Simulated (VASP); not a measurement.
# MgO (P6_3/mmc) in VASP: a series of runs

MgO is run at these levels: PBEsol; tasks: single point.

All numbers are computed with VASP 6.6.1; they aren't measurements. Logs are shortened: lines on timing, memory, paths and dates and some standing lists are left out, and cuts for length are marked.

### 1 The cell of the first run

Symmetry: P6_3/mmc, No. 194, hexagonal system. Conventional cell: a = 3.611 Å, b = 3.611 Å, c = 4.125 Å, α = 90.00°, β = 90.00°, γ = 120.00°. Within 2.7 Å of Mg (site symmetry -6m2) lie 5 O at 2.06 to 2.08 Å. O (site symmetry -6m2) has 5 Mg at 2.06 to 2.08 Å within 2.7 Å.

### 2 Single point, PBEsol

INCAR

```
PREC     = Accurate       # precision mode
ENCUT    = 520            # plane-wave cutoff, eV
EDIFF    = 1E-7           # SCF threshold, eV
ISMEAR   = 0              # smearing method
SIGMA    = 0.05           # smearing width, eV
LREAL    = F              # projectors in reciprocal space
LASPH    = T              # aspherical terms in the spheres
NELM     = 60             # most SCF steps
ALGO     = Normal         # electronic algorithm
ISIF     = 2              # what is computed and relaxed
LWAVE    = F              # write WAVECAR
LCHARG   = F              # write CHGCAR
GGA      = PS             # functional
NBANDS   = 16             # bands
```

KPOINTS

```
regular mesh
0
Gamma
  9 9 6
```

POSCAR

```
MgO
1.0
    3.6113000000      0.0000000000      0.0000000000
   -1.8056500000      3.1274775407      0.0000000000
    0.0000000000      0.0000000000      4.1248000000
Mg O
2 2
Direct
    0.6666666667      0.3333333333      0.7500000000
    0.3333333333      0.6666666667      0.2500000000
    0.6666666667      0.3333333333      0.2500000000
    0.3333333333      0.6666666667      0.7500000000
```

Potentials or basis: VASP PAW PBE potentials, release 64 (Mg, O).

Started as:

```sh
$ cat potpaw_PBE.64/Mg/POTCAR potpaw_PBE.64/O/POTCAR > POTCAR
$ mpirun -np 1 vasp_std > vasp.out
```

OUTCAR:

```text
PREC = Accurate
   ENCUT = 520
   EDIFF = 1E-7
   ISMEAR = 0
   LREAL = F
   LASPH = T
   NELM = 60
   ISIF = 2
   GGA = PS

 ion  position               nearest neighbor table
   1  0.667  0.333  0.750-   3 2.06   3 2.06   4 2.08   4 2.08   4 2.08   2 2.93   2 2.93   2 2.93
                             2 2.93   2 2.93   2 2.93
   2  0.333  0.667  0.250-   4 2.06   4 2.06   3 2.08   3 2.08   3 2.08   1 2.93   1 2.93   1 2.93
                             1 2.93   1 2.93   1 2.93
   3  0.667  0.333  0.250-   1 2.06   1 2.06   2 2.08   2 2.08   2 2.08
   4  0.333  0.667  0.750-   2 2.06   2 2.06   1 2.08   1 2.08   1 2.08

  LATTYP: Found a hexagonal cell.
 ALAT       =     3.6113000000
 C/A-ratio  =     1.1421925622

  Lattice vectors:

 A1 = (   3.6113000000,   0.0000000000,   0.0000000000)
 A2 = (  -1.8056500000,   3.1274775407,   0.0000000000)
 A3 = (   0.0000000000,   0.0000000000,   4.1248000000)

Analysis of symmetry for initial positions (statically):
=====================================================================
 Subroutine PRICEL returns:
 Original cell was already a primitive cell.

 Routine SETGRP: Setting up the symmetry group for a
 hexagonal supercell.

 Subroutine GETGRP returns: Found 24 space group operations
 (whereof 12 operations were pure point group operations)
 out of a pool of 24 trial point group operations.

The static configuration has the point symmetry D_3d.
 The point group associated with its full space group is D_6h.

Analysis of symmetry for dynamics (positions and initial velocities):
=====================================================================
 Subroutine PRICEL returns:
 Original cell was already a primitive cell.

 Routine SETGRP: Setting up the symmetry group for a
 hexagonal supercell.

 Subroutine GETGRP returns: Found 24 space group operations
 (whereof 12 operations were pure point group operations)
 out of a pool of 24 trial point group operations.

The dynamic configuration has the point symmetry D_3d.
 The point group associated with its full space group is D_6h.

 Subroutine INISYM returns: Found 24 space group operations
 (whereof 12 operations are pure point group operations),
 and found     1 'primitive' translations

----------------------------------------------------------------------------------------

                                     Primitive cell

  volume of cell :      46.5866

  direct lattice vectors                    reciprocal lattice vectors
     3.611300000  0.000000000  0.000000000     0.276908592  0.159873250  0.000000000
    -1.805650000  3.127477541  0.000000000     0.000000000  0.319746501  0.000000000
     0.000000000  0.000000000  4.124800000     0.000000000  0.000000000  0.242435997

  length of vectors
     3.611300000  3.611300000  4.124800000     0.319746501  0.319746501  0.242435997

  position of ions in fractional coordinates (direct lattice)
     0.666666667  0.333333333  0.750000000
     0.333333333  0.666666667  0.250000000
     0.666666667  0.333333333  0.250000000
     0.333333333  0.666666667  0.750000000

  ion indices of the primitive-cell ions
   primitive index   ion index
                 1           1
                 2           2
                 3           3
                 4           4

----------------------------------------------------------------------------------------

 KPOINTS: regular mesh

Automatic generation of k-mesh.
 Grid dimensions read from file:
 generate k-points for:    9    9    6

 Generating k-lattice:

  Cartesian coordinates                     Fractional coordinates (reciprocal lattice)
     0.030767621  0.017763694  0.000000000     0.111111111 -0.000000000  0.000000000
     0.000000000  0.035527389  0.000000000     0.000000000  0.111111111  0.000000000
     0.000000000  0.000000000  0.040405999     0.000000000  0.000000000  0.166666667

  Length of vectors
     0.035527389  0.035527389  0.040405999

  Shift w.r.t. Gamma in fractional coordinates (k-lattice)
     0.000000000  0.000000000  0.000000000

 Subroutine IBZKPT returns following result:
 ===========================================

 Found     48 irreducible k-points:

 Following reciprocal coordinates:
            Coordinates               Weight
  0.000000  0.000000  0.000000      1.000000
  0.111111  0.000000  0.000000      6.000000
  0.222222 -0.000000  0.000000      6.000000
  0.333333 -0.000000  0.000000      6.000000
  0.444444 -0.000000  0.000000      6.000000
  0.111111  0.111111  0.000000      6.000000
[... 16 lines left out ...]
  0.333333  0.222222  0.166667     24.000000
  0.333333  0.333333  0.166667      4.000000
 [... further k-points ...]
   k-points           NKPTS =     48   k-points in BZ     NKDIM =     48   number of bands    NBANDS=     16
   number of dos      NEDOS =    301   number of ions     NIONS =      4
   total plane-waves  NPLWV =  25088
   dimension x,y,z NGX =    28 NGY =   28 NGZ =   32
   dimension x,y,z NGXF=    56 NGYF=   56 NGZF=   64
   ions per type =               2   2
   NGX,Y,Z   is equivalent  to a cutoff of  12.89, 12.89, 12.90 a.u.
   NGXF,Y,Z  is equivalent  to a cutoff of  25.78, 25.78, 25.79 a.u.
 SYSTEM =  unknown system
   PREC   = accura    normal or accurate (medium, high low for compatibility)
   ISTART =      0    job   : 0-new  1-cont  2-samecut
   ICHARG =      2    charge: 1-file 2-atom 10-const
   ISPIN  =      1    spin polarized calculation?
   LNONCOLLINEAR =      F non collinear calculations
   LSORBIT =      F    spin-orbit coupling
   LASPH  =      T    aspherical Exc in radial PAW
   ENCUT  =  520.0 eV  38.22 Ry    6.18 a.u.   6.71  6.71  7.67*2*pi/ulx,y,z
   NELM   =     60;   NELMIN=  2; NELMDL= -5     # of ELM steps
   EDIFF  = 0.1E-06   stopping-criterion for ELM
   LREAL  =      F    real-space projection
   EDIFFG = 0.1E-05   stopping-criterion for IOM
   NSW    =      0    number of steps for IOM
   IBRION =     -1    ionic relax: 0-MD 1-quasi-New 2-CG
   NFREE  =      0    steps in history (QN), initial steepest desc. (CG)
   ISIF   =      2    stress and relaxation
   ISYM   =      2    0-nonsym 1-usesym 2-fastsym
   POTIM  = 0.5000    time-step for ionic-motion
   TEBEG  =    0.0;   TEEND  =   0.0 temperature during run
   PSTRESS=    0.0 pullay stress
   NELECT =      16.0000    total number of electrons
   NUPDOWN=      -1.0000    fix difference up-down
   EMIN   =  10.00;   EMAX   =-10.00  energy-range for DOS
   EFERMI =   0.00;   METHOD = LEGACY
   ISMEAR =     0;   SIGMA  =   0.05  broadening in eV -4-tet -1-fermi 0-gaus
   EFERMI_NEDOS =   21; number of points for ismear=-14 and -15
   IALGO  =     38    algorithm
   IMIX   =      4    mixing-type and parameters
     AMIX     =   0.40;   BMIX     =  1.00
     AMIX_MAG =   1.60;   BMIX_MAG =  1.00
  volume/ion in A,a.u.               =      11.65        78.60
  Fermi-wavevector in a.u.,A,eV,Ry     =   1.146466  2.166507 17.883291  1.314385
  Thomas-Fermi vector in A             =   2.283150
   LORBIT       =      0    0 simple, 1 ext, 2 COOP (PROOUT), +10 PAW based schemes
   GGA     = PS    functional components
   LHFCALC =     F    Hartree Fock is set to
   AEXX    =    0.0000 exact exchange contribution
   IVDW    =     0    specifies the selected vdW correction
   LEPSILON=     F    determine dielectric tensor
   LRPA    =     F    only Hartree local field effects (RPA)
 non-spin polarized calculation
 Gauss-broadening in eV      SIGMA  =   0.05
  energy-cutoff  :      520.00
  volume of cell :       46.59
 maximum number of plane-waves:      1287
 NGX is ok and might be reduce to    28
   NGX = 13   NGY = 13   NGZ = 15

 number of electron      16.0000007 magnetization

 Free energy of the ion-electron system (eV)
  ---------------------------------------------------
  ext. energy  EPLUGINS =         0.00000000
  ---------------------------------------------------
  free energy    TOTEN  =       -24.68454315 eV

  energy without entropy =      -24.68454315  energy(sigma->0) =      -24.68454315

 E-fermi :   1.6818     XC(G=0): -10.0392

 val. band max:        1.4170650000   @ k =   0.0000   0.0000   0.0000
 cond. band min:       4.5236955194   @ k =   0.0000   0.0000   0.0000
 fundamental gap:      3.1066305194
 Fermi energy:         1.6818299900

 k-point     1 :       0.0000    0.0000    0.0000
  band No.  band energies     occupation
      1     -15.1381      2.00000
      2     -13.7849      2.00000
      3      -1.8999      2.00000
      4      -0.2223      2.00000
      5      -0.2223      2.00000
      6       0.8106      2.00000
[... 8 lines left out ...]
     15      16.3462      0.00000
     16      16.5361      0.00000

 k-point     2 :       0.1111    0.0000    0.0000
  band No.  band energies     occupation
      1     -15.0840      2.00000
      2     -13.8005      2.00000
      3      -1.8132      2.00000
      4      -0.3913      2.00000
      5      -0.3172      2.00000
      6       0.5159      2.00000
[... 8 lines left out ...]
     15      16.0139      0.00000
     16      16.1200      0.00000

 k-point     3 :       0.2222   -0.0000    0.0000
  band No.  band energies     occupation
      1     -14.9349      2.00000
      2     -13.8523      2.00000
      3      -1.5650      2.00000
      4      -0.9001      2.00000
      5      -0.5173      2.00000
      6       0.1125      2.00000
[... 8 lines left out ...]
     15      15.1713      0.00000
     16      15.8052      0.00000
[... 362 lines left out ...]
 k-point    23 :       0.3333    0.2222    0.1667
  band No.  band energies     occupation
      1     -14.3976      2.00000
      2     -14.1318      2.00000
      3      -1.8790      2.00000
      4      -1.3383      2.00000
      5      -0.9350      2.00000
      6       0.0772      2.00000
[... 8 lines left out ...]
     15      15.5213      0.00000
     16      16.5968      0.00000

 k-point    24 :       0.3333    0.3333    0.1667
  band No.  band energies     occupation
      1     -14.2537      2.00000
      2     -14.2537      2.00000
      3      -1.8646      2.00000
      4      -1.2158      2.00000
      5      -1.2158      2.00000
      6       0.4062      2.00000
[... 8 lines left out ...]
     15      15.4502      0.00000
     16      17.2669      0.00000

 [... further k-points ...]

------------------------ aborting loop because EDIFF is reached ----------------------------------------

  FORCE on cell =-STRESS in cart. coord.  units (eV):
  Direction    XX          YY          ZZ          XY          YZ          ZX
  --------------------------------------------------------------------------------------
  -------------------------------------------------------------------------------------
  Total       -2.2200753     -2.2200753     -0.2466070      0.0000000     -0.0000000      0.0000000
  in kB      -76.3515089    -76.3515089     -8.4811628      0.0000000     -0.0000000      0.0000000
  external PRESSURE =     -53.7280602 kB  Pullay stress =       0.0000000 kB

 VOLUME and BASIS-vectors are now :
 -----------------------------------------------------------------------------
  energy-cutoff  :      520.00
  volume of cell :       46.59
      direct lattice vectors                 reciprocal lattice vectors
     3.611300000  0.000000000  0.000000000     0.276908592  0.159873250  0.000000000
    -1.805650000  3.127477541  0.000000000     0.000000000  0.319746501  0.000000000
     0.000000000  0.000000000  4.124800000     0.000000000  0.000000000  0.242435997

 POSITION                                       TOTAL-FORCE (eV/Angst)
 -----------------------------------------------------------------------------------
      1.80565      1.04249      3.09360        -0.000000     -0.000000      0.000000
     -0.00000      2.08499      1.03120        -0.000000      0.000000      0.000000
      1.80565      1.04249      1.03120         0.000000     -0.000000      0.000000
     -0.00000      2.08499      3.09360        -0.000000      0.000000     -0.000000
 -----------------------------------------------------------------------------------
    total drift:                               -0.000000      0.000000     -0.000000

  FREE ENERGIE OF THE ION-ELECTRON SYSTEM (eV)
  ---------------------------------------------------
  free  energy   TOTEN  =       -24.6845431520 eV

  energy  without entropy=      -24.6845431520  energy(sigma->0) =      -24.68454315
```

Run time: 32 s. Hardware: 1 thread of Intel Xeon Platinum 8488C (Sapphire Rapids), shared host; peak memory 0.17 GiB.

What came out:

```
Free energy            : -24.6845 eV
Pressure               : -5.4 GPa
Band gap on the k mesh : 3.11 eV, direct
```

Levels at points of the mesh, in eV from the valence-band top:
```csv
k point,band 4,band 5,band 6,band 7,band 8,band 9,band 10,band 11,band 12,band 13
"(0.00, 0.00, 0.00)",-1.64,-1.64,-0.61,-0.61,0.00,3.11,9.20,11.82,11.82,12.17
"(0.00, 0.00, 0.50)",-2.32,-1.14,-1.14,-1.14,-1.14,6.17,6.17,12.17,12.17,12.17
```

Caveat: the PAW data sets were made with another functional, which shifts forces and pressure a little. As with any semilocal functional, this PBEsol gap is likely too small.

### 3 Single point, PBEsol

This run uses another cell than the first one, of 11.46 Å³/atom, 0.984 times its volume.

INCAR

```
  PREC = Accurate
  ENCUT = 520
  EDIFF = 1E-6
  ISMEAR = 0
  SIGMA = 0.05
  LREAL = F
  LASPH = T
  NELM = 100
  ALGO = Normal
  ISIF = 2
  LWAVE = F
  LCHARG = F
  GGA = PS
  NBANDS = 16
```

KPOINTS

```
Automatic mesh
0
Gamma
  9 9 6
```

POSCAR

```
MgO
1.0
    3.5530000000      0.0000000000      0.0000000000
   -1.7765000000      3.0769882596      0.0000000000
    0.0000000000      0.0000000000      4.1947132285
Mg O
2 2
Direct
    0.6666666667      0.3333333333      0.7500000000
    0.3333333333      0.6666666667      0.2500000000
    0.6666666667      0.3333333333      0.2500000000
    0.3333333333      0.6666666667      0.7500000000
```

Potentials or basis: VASP PAW PBE potentials, release 64 (Mg, O).

Started as:

```sh
$ cat potpaw_PBE.64/Mg/POTCAR potpaw_PBE.64/O/POTCAR > POTCAR
$ mpirun -np 1 vasp_std > vasp.out
```

Run time: 29 s. Hardware: 1 thread of Intel Xeon Platinum 8488C (Sapphire Rapids), shared host; peak memory 0.17 GiB.

It converged, with:

- Free energy: -24.7345 eV
- Pressure: -4.3 GPa
- Band gap on the k mesh: 3.13 eV, direct

Stress tensor (GPa, compression positive):
```
-5.03  0.00  0.00
 0.00 -5.03  0.00
 0.00  0.00 -2.92
```

Levels at points of the mesh, in eV from the valence-band top:
| k point | band 5 | band 6 | band 7 | band 8 | band 9 | band 10 | band 11 | band 12 |
| --- | --- | --- | --- | --- | --- | --- | --- | --- |
| (0.00, 0.00, 0.00) | -1.67 | -0.72 | -0.72 | 0.00 | 3.13 | 9.13 | 11.93 | 12.06 |
| (0.00, 0.00, 0.50) | -1.21 | -1.21 | -1.21 | -1.21 | 6.17 | 6.17 | 12.42 | 12.42 |

Caveat: the PAW data sets were made with another functional, which shifts forces and pressure a little. A hybrid or GW would open this gap; PBEsol tends to underestimate it.

(Part 1 of 2 ends here.)
